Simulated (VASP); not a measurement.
# Rb (Cmcm) in VASP: a series of runs

The runs below take Rb through single point, with PBE+D3(BJ).

Everything below comes from runs of VASP 6.6.1. Logs are shortened: lines on timing, memory, paths and dates and some standing lists are left out, and cuts for length are marked.

### 1 The cell of the first run

The structure is orthorhombic, space group Cmcm (No. 63). The conventional cell has a = 4.577 Å, b = 8.659 Å, c = 7.158 Å, α = 90.00°, β = 90.00°, γ = 90.00°.

### 2 Single point, PBE+D3(BJ) (normal strain along x -0.0750, normal strain along z -0.1100)

INCAR reads:

```
ALGO = Fast
EDIFF = 1E-6
ENCUT = 520
GGA = PE
ISIF = 2
ISMEAR = 0
IVDW = 12
LASPH = True
LCHARG = False
LREAL = False
LWAVE = False
NBANDS = 16
NELM = 60
PREC = Accurate
SIGMA = 0.15
```

KPOINTS reads:

```
k-points
0
Gamma
  10 10 6
```

POSCAR reads:

```
Rb
1.0
    2.2884576830     -4.3297492603      0.0000000000
    2.2884576830      4.3297492603      0.0000000000
    0.0000000000      0.0000000000      7.1581495820
Rb
2
Direct
    0.8359965595      0.1640034405      0.7500000000
    0.1640034405      0.8359965595      0.2500000000
```

Potentials or basis: VASP PAW PBE potentials, release 64 (Rb_sv).

Started as:

```console
cat potpaw_PBE.64/Rb_sv/POTCAR > POTCAR
mpirun -np 1 vasp_std > vasp.out
```

OUTCAR:

```text
EDIFF = 1E-6
   ENCUT = 520
   GGA = PE
   ISIF = 2
   ISMEAR = 0
   IVDW = 12
   LASPH = True
   LREAL = False
   NELM = 60
   PREC = Accurate
 IVDW          = 12

 ion  position               nearest neighbor table
   1  0.836  0.164  0.750-   2 4.50   2 4.50   2 4.50   2 4.50   2 4.57   2 4.57
   2  0.164  0.836  0.250-   1 4.50   1 4.50   1 4.50   1 4.50   1 4.57   1 4.57

  LATTYP: Found a base centered orthorhombic cell.
 ALAT       =     4.5769153660
 B/A-ratio  =     1.8919944609
 C/A-ratio  =     1.5639680898

  Lattice vectors:

 A1 = (   2.2884576830,  -4.3297492603,   0.0000000000)
 A2 = (   2.2884576830,   4.3297492603,   0.0000000000)
 A3 = (   0.0000000000,   0.0000000000,   7.1581495820)

Analysis of symmetry for initial positions (statically):
=====================================================================
 Subroutine PRICEL returns:
 Original cell was already a primitive cell.

 Routine SETGRP: Setting up the symmetry group for a
 base centered orthorhombic supercell.

 Subroutine GETGRP returns: Found  8 space group operations
 (whereof  4 operations were pure point group operations)
 out of a pool of  8 trial point group operations.

The static configuration has the point symmetry C_2h.
 The point group associated with its full space group is D_2h.

Analysis of symmetry for dynamics (positions and initial velocities):
=====================================================================
 Subroutine PRICEL returns:
 Original cell was already a primitive cell.

 Routine SETGRP: Setting up the symmetry group for a
 base centered orthorhombic supercell.

 Subroutine GETGRP returns: Found  8 space group operations
 (whereof  4 operations were pure point group operations)
 out of a pool of  8 trial point group operations.

The dynamic configuration has the point symmetry C_2h.
 The point group associated with its full space group is D_2h.

 Subroutine INISYM returns: Found  8 space group operations
 (whereof  4 operations are pure point group operations),
 and found     1 'primitive' translations

----------------------------------------------------------------------------------------

                                     Primitive cell

  volume of cell :     141.8523

  direct lattice vectors                    reciprocal lattice vectors
     2.288457683 -4.329749260  0.000000000     0.218487763 -0.115480128  0.000000000
     2.288457683  4.329749260  0.000000000     0.218487763  0.115480128  0.000000000
     0.000000000  0.000000000  7.158149582     0.000000000  0.000000000  0.139700909

  length of vectors
     4.897322455  4.897322455  7.158149582     0.247128636  0.247128636  0.139700909

  position of ions in fractional coordinates (direct lattice)
     0.835996560  0.164003440  0.750000000
     0.164003440  0.835996560  0.250000000

  ion indices of the primitive-cell ions
   primitive index   ion index
                 1           1
                 2           2

----------------------------------------------------------------------------------------

 KPOINTS: k-points

Automatic generation of k-mesh.
 Grid dimensions read from file:
 generate k-points for:   10   10    6

 Generating k-lattice:

  Cartesian coordinates                     Fractional coordinates (reciprocal lattice)
     0.021848776 -0.011548013  0.000000000     0.100000000 -0.000000000  0.000000000
     0.021848776  0.011548013  0.000000000    -0.000000000  0.100000000  0.000000000
     0.000000000  0.000000000  0.023283485     0.000000000  0.000000000  0.166666667

  Length of vectors
     0.024712864  0.024712864  0.023283485

  Shift w.r.t. Gamma in fractional coordinates (k-lattice)
     0.000000000  0.000000000  0.000000000

 Subroutine IBZKPT returns following result:
 ===========================================

 Found    124 irreducible k-points:

 Following reciprocal coordinates:
            Coordinates               Weight
  0.000000  0.000000  0.000000      1.000000
  0.100000 -0.000000  0.000000      4.000000
  0.200000 -0.000000  0.000000      4.000000
  0.300000  0.000000  0.000000      4.000000
  0.400000 -0.000000  0.000000      4.000000
  0.500000 -0.000000  0.000000      2.000000
[... 16 lines left out ...]
  0.300000  0.300000  0.000000      2.000000
  0.400000  0.300000  0.000000      4.000000
 [... further k-points ...]
   k-points           NKPTS =    124   k-points in BZ     NKDIM =    124   number of bands    NBANDS=     16
   number of dos      NEDOS =    301   number of ions     NIONS =      2
   total plane-waves  NPLWV =  69984
   dimension x,y,z NGX =    36 NGY =   36 NGZ =   54
   dimension x,y,z NGXF=    72 NGYF=   72 NGZF=  108
   ions per type =               2
   NGX,Y,Z   is equivalent  to a cutoff of  12.22, 12.22, 12.54 a.u.
   NGXF,Y,Z  is equivalent  to a cutoff of  24.44, 24.44, 25.08 a.u.
 SYSTEM =  unknown system
   PREC   = accura    normal or accurate (medium, high low for compatibility)
   ISTART =      0    job   : 0-new  1-cont  2-samecut
   ICHARG =      2    charge: 1-file 2-atom 10-const
   ISPIN  =      1    spin polarized calculation?
   LNONCOLLINEAR =      F non collinear calculations
   LSORBIT =      F    spin-orbit coupling
   LASPH  =      T    aspherical Exc in radial PAW
   ENCUT  =  520.0 eV  38.22 Ry    6.18 a.u.   9.11  9.11 13.31*2*pi/ulx,y,z
   NELM   =     60;   NELMIN=  2; NELMDL= -5     # of ELM steps
   EDIFF  = 0.1E-05   stopping-criterion for ELM
   LREAL  =      F    real-space projection
   EDIFFG = 0.1E-04   stopping-criterion for IOM
   NSW    =      0    number of steps for IOM
   IBRION =     -1    ionic relax: 0-MD 1-quasi-New 2-CG
   NFREE  =      0    steps in history (QN), initial steepest desc. (CG)
   ISIF   =      2    stress and relaxation
   ISYM   =      2    0-nonsym 1-usesym 2-fastsym
   POTIM  = 0.5000    time-step for ionic-motion
   TEBEG  =    0.0;   TEEND  =   0.0 temperature during run
   PSTRESS=    0.0 pullay stress
   NELECT =      18.0000    total number of electrons
   NUPDOWN=      -1.0000    fix difference up-down
   EMIN   =  10.00;   EMAX   =-10.00  energy-range for DOS
   EFERMI =   0.00;   METHOD = LEGACY
   ISMEAR =     0;   SIGMA  =   0.15  broadening in eV -4-tet -1-fermi 0-gaus
   EFERMI_NEDOS =   21; number of points for ismear=-14 and -15
   IALGO  =     68    algorithm
   IMIX   =      4    mixing-type and parameters
     AMIX     =   0.40;   BMIX     =  1.00
     AMIX_MAG =   1.60;   BMIX_MAG =  1.00
  volume/ion in A,a.u.               =      70.93       478.63
  Fermi-wavevector in a.u.,A,eV,Ry     =   0.822660  1.554601  9.208000  0.676769
  Thomas-Fermi vector in A             =   1.934034
   LORBIT       =      0    0 simple, 1 ext, 2 COOP (PROOUT), +10 PAW based schemes
   GGA     = PE    functional components
   LHFCALC =     F    Hartree Fock is set to
   AEXX    =    0.0000 exact exchange contribution
   IVDW    =    12    specifies the selected vdW correction
   LEPSILON=     F    determine dielectric tensor
   LRPA    =     F    only Hartree local field effects (RPA)
 non-spin polarized calculation
 RMM-DIIS sequential band-by-band and
 Gauss-broadening in eV      SIGMA  =   0.15
  energy-cutoff  :      520.00
  volume of cell :      141.85
 maximum number of plane-waves:      3854
   NGX = 19   NGY = 19   NGZ = 27

 number of electron      18.0000000 magnetization

 Free energy of the ion-electron system (eV)
  ---------------------------------------------------
  ext. energy  EPLUGINS =         0.00000000
  ---------------------------------------------------
  free energy    TOTEN  =        -1.74848469 eV

  energy without entropy =       -1.73108260  energy(sigma->0) =       -1.73978365

 E-fermi :   0.6644     XC(G=0):  -6.1043

 val. band max:        0.6377770575   @ k =   0.1000  -0.0000   0.1667
 cond. band min:       0.6675985690   @ k =   0.5000  -0.0000   0.0000
 fundamental gap:      0.0298215115
 Fermi energy:         0.6644192906

 k-point     1 :       0.0000    0.0000    0.0000
  band No.  band energies     occupation
      1     -28.1686      2.00000
      2     -28.1508      2.00000
      3     -12.4163      2.00000
      4     -12.2263      2.00000
      5     -12.2089      2.00000
      6     -12.1790      2.00000
[... 8 lines left out ...]
     15       4.7538      0.00000
     16       4.8433      0.00000

 k-point     2 :       0.1000   -0.0000    0.0000
  band No.  band energies     occupation
      1     -28.1676      2.00000
      2     -28.1505      2.00000
      3     -12.4085      2.00000
      4     -12.2316      2.00000
      5     -12.2228      2.00000
      6     -12.1852      2.00000
[... 8 lines left out ...]
     15       4.6849      0.00000
     16       4.8385      0.00000

 k-point     3 :       0.2000   -0.0000    0.0000
  band No.  band energies     occupation
      1     -28.1646      2.00000
      2     -28.1499      2.00000
      3     -12.3867      2.00000
      4     -12.2637      2.00000
      5     -12.2414      2.00000
      6     -12.2208      2.00000
[... 8 lines left out ...]
     15       4.3484      0.00000
     16       4.3875      0.00000

 k-point     4 :       0.3000    0.0000    0.0000
  band No.  band energies     occupation
      1     -28.1607      2.00000
      2     -28.1495      2.00000
      3     -12.3551      2.00000
      4     -12.3109      2.00000
      5     -12.2739      2.00000
      6     -12.2468      2.00000
[... 8 lines left out ...]
     15       4.0924      0.00000
     16       4.7183      0.00000
[... 324 lines left out ...]
 k-point    22 :      -0.2000    0.2000    0.0000
  band No.  band energies     occupation
      1     -28.1659      2.00000
      2     -28.1508      2.00000
      3     -12.3914      2.00000
      4     -12.2617      2.00000
      5     -12.2204      2.00000
      6     -12.2189      2.00000
[... 8 lines left out ...]
     15       4.8269      0.00000
     16       4.8993      0.00000

 k-point    23 :       0.3000    0.3000    0.0000
  band No.  band energies     occupation
      1     -28.1531      2.00000
      2     -28.1519      2.00000
      3     -12.3480      2.00000
      4     -12.3145      2.00000
      5     -12.2753      2.00000
      6     -12.2697      2.00000
[... 8 lines left out ...]
     15       3.8672      0.00000
     16       4.6032      0.00000

 k-point    24 :       0.4000    0.3000    0.0000
  band No.  band energies     occupation
      1     -28.1548      2.00000
      2     -28.1518      2.00000
      3     -12.3306      2.00000
      4     -12.2886      2.00000
      5     -12.2873      2.00000
      6     -12.2819      2.00000
[... 8 lines left out ...]
     15       3.7790      0.00000
     16       4.7338      0.00000

 [... further k-points ...]

------------------------ aborting loop because EDIFF is reached ----------------------------------------

 Edisp (eV)   -0.25770

 E8    (eV) :    -0.1463

  FORCE on cell =-STRESS in cart. coord.  units (eV):
  Direction    XX          YY          ZZ          XY          YZ          ZX
  --------------------------------------------------------------------------------------
  -------------------------------------------------------------------------------------
  Total       0.82642     0.43965     1.02441     0.00000    -0.00000     0.00000
  in kB       9.33410     4.96569    11.57043     0.00000    -0.00000     0.00000
  external pressure =        8.62 kB  Pullay stress =        0.00 kB

 VOLUME and BASIS-vectors are now :
 -----------------------------------------------------------------------------
  energy-cutoff  :      520.00
  volume of cell :      141.85
      direct lattice vectors                 reciprocal lattice vectors
     2.288457683 -4.329749260  0.000000000     0.218487763 -0.115480128  0.000000000
     2.288457683  4.329749260  0.000000000     0.218487763  0.115480128  0.000000000
     0.000000000  0.000000000  7.158149582     0.000000000  0.000000000  0.139700909

 POSITION                                       TOTAL-FORCE (eV/Angst)
 -----------------------------------------------------------------------------------
      2.28846     -2.90956      5.36861         0.000000     -0.033783      0.000000
      2.28846      2.90956      1.78954         0.000000      0.033783     -0.000000
 -----------------------------------------------------------------------------------
    total drift:                               -0.000000     -0.000000      0.000000

  FREE ENERGIE OF THE ION-ELECTRON SYSTEM (eV)
  ---------------------------------------------------
  free  energy   TOTEN  =        -2.0061882163 eV

  energy  without entropy=       -1.9887861277  energy(sigma->0) =       -1.99748717
```

It took 98 s on 1 thread of Intel Xeon 6975P-C (Granite Rapids), shared host; peak memory 0.4 GiB.

Results:

```yaml
Free_energy: -2.0062 eV
Pressure: 0.9 GPa
Largest_force: 0.034 eV/Å
Band_gap_on_the_k_mesh: zero (band 9 reaches 1.54 eV, above the bottom of band 10 at -0.73 eV)
Dispersion_energy_per_atom: -0.129 eV
```

Forces on the atoms (eV/Å):
```
Rb   0.000 -0.034  0.000
Rb   0.000  0.034  0.000
```

Caveat: the cell differs from its parent crystal (normal strain along x -0.0750, normal strain along z -0.1100); pairwise dispersion overbinds metals, which lowers pressure and volume.

[end of part 1 of 2]
